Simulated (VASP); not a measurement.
ZrB2W3: single point with PBE

Crystal: ZrB2W3.

```
CELL_PARAMETERS angstrom
4.10127 0.00000 0.00000
-2.05063 3.55180 0.00000
0.00000 0.00000 5.95777
ATOMIC_POSITIONS crystal
Zr 0.00000 0.00000 0.00000
B 0.66667 0.33333 0.73191
B 0.33333 0.66667 0.26809
W 0.66667 0.33333 0.32982
W 0.33333 0.66667 0.67018
W 0.00000 0.00000 0.50000
```

The cell was generated, and may not be a known phase.

| Item | Value |
| --- | --- |
| Program | VASP 6.6.1 |
| Task | single point |
| Functional | PBE |
| Potentials or basis | VASP PAW PBE potentials, release 64 (Zr_sv, B, W_sv) |
| Cutoff | 520 eV |
| k mesh | 6 × 6 × 4 |
| Occupations | gaussian, width 0.1 eV |
| Spin | collinear spin |
| Starting moments | [1.0, 0.0, 0.0, 0.0, 0.0, 0.0] μB |
| Dipole correction | no |
| Further INCAR settings | ALGO = Fast; EDIFF = 1e-07; NBANDS = 43 |

```yaml
Pressure: 0.4 GPa
Largest_force: 0.053 eV/Å
Band_gap_on_the_k_mesh: zero (filled and empty bands overlap)
Net_moment: 0.00 μB per cell
Valence_electrons_inside_the_program's_atomic_spheres: Zr 9.74; B 1.66; W 12.20, 12.34 (each value once)
```

Forces in eV/Å, atoms in the order of the input:
```
Zr   0.000  0.000  0.000
B    0.000  0.000  0.008
B    0.000  0.000 -0.008
W    0.000  0.000 -0.053
W    0.000  0.000  0.053
W    0.000  0.000  0.000
```

Stress tensor (GPa, compression positive):
```
0.48 0.00 0.00
0.00 0.48 0.00
0.00 0.00 0.24
```

Levels at points of the mesh, in eV from the Fermi level:
Spin up:
```csv
k point,band 28,band 29,band 30,band 31,band 32,band 33
"(0.00, 0.00, 0.00)",-1.20,-1.20,0.84,0.84,1.34,2.10
"(0.50, 0.00, 0.00)",-1.59,-1.06,-0.17,0.34,0.34,0.52
"(0.00, 0.00, 0.50)",-1.23,0.13,0.37,1.01,1.01,1.08
"(0.50, 0.00, 0.50)",-2.13,-1.46,-0.31,0.08,1.25,1.28
```
Spin down:
```csv
k point,band 27,band 28,band 29,band 30,band 31,band 32,band 33,band 34
"(0.00, 0.00, 0.00)",-1.52,-1.20,-1.20,0.84,0.84,1.34,2.10,2.10
"(0.50, 0.00, 0.00)",-2.01,-1.59,-1.06,-0.17,0.34,0.34,0.52,1.51
"(0.00, 0.00, 0.50)",-1.23,-1.23,0.13,0.37,1.01,1.01,1.08,1.77
"(0.50, 0.00, 0.50)",-2.15,-2.13,-1.46,-0.31,0.08,1.25,1.28,1.81
```

Wall time 3.2 min on 1 thread of Intel(R) Xeon(R) 6975P-C (Granite Rapids) (shared host), peak memory 0.32 GiB.

Caveat: spin-orbit coupling is left out, which moves the levels of the heavy elements.
